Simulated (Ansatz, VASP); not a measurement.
## SiNi3: VASP beside Ansatz

```
Ni Si
1.0
     3.54200    0.00000    0.00000
     0.00000    3.54200    0.00000
     0.00000    0.00000    3.54200
Ni Si
3 1
Direct
  0.50000 0.50000 0.00000
  0.50000 0.00000 0.50000
  0.00000 0.50000 0.50000
  0.00000 0.00000 0.00000
```

Alike in both runs: task single point; functional PBEsol; k mesh 8 × 8 × 8; occupations fermi-dirac, width 0.05 eV; no spin polarisation.

|  | VASP | Ansatz |
| --- | --- | --- |
| version | VASP 6.6.1 | Ansatz 0.2.0 |
| potentials or method | VASP PAW PBE potentials, release 64 (Ni_sv_GW, Si) | Ansatz PAW |
| plane-wave cutoff (eV) | 590 | 420 |
| valence electrons in the cell | 58 | 58 |

VASP gave:

| Quantity | Value |
| --- | --- |
| gap on the k mesh at the Fermi level (eV) | none |
| pressure (GPa) | -17.0 |

Q: Which values does Ansatz return?

A: gap on the k mesh at the Fermi level (eV): none; pressure (GPa): -14.1.

VASP's potentials were made for PBE, not for PBEsol. A gap of «none» marks a metal or a gap that the smearing closes. With one functional, cell and mesh, what is left measures potentials, basis and numerics.
